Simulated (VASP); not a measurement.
S, 1 atom in the cell. Symmetry: Fm-3m, No. 225, cubic system. Conventional cell: a = 3.907 Å, b = 3.907 Å, c = 3.907 Å, α = 90.00°, β = 90.00°, γ = 90.00°. S (site symmetry m-3m) has 12 S at 2.76 Å within 3.6 Å. 

* Program: VASP 6.6.1
* Task: single point
* Functional: PBEsol
* Potentials or basis: VASP PAW PBE potentials, release 64 (S)
* Cutoff: 520 eV
* k mesh: 10 × 10 × 10
* Occupations: fermi-dirac, width 0.05 eV
* Spin: no spin polarisation
* Dipole correction: no
* Further INCAR settings: ALGO = Normal; EDIFF = 1e-06; NBANDS = 9

Potentials or basis: VASP PAW PBE potentials, release 64 (S).

The run is started by

```console
$ cat potpaw_PBE.64/S/POTCAR > POTCAR
$ mpirun -np 1 vasp_std > vasp.out
```

Hardware: 1 thread of Intel Xeon 6975P-C (shared host).

Q: How long does it take, and how much memory?

A: Wall time 4.2 s on 1 thread of Intel Xeon 6975P-C, with other jobs on the host, peak memory 0.13 GiB. Counts: scf iterations 9, k points 47.
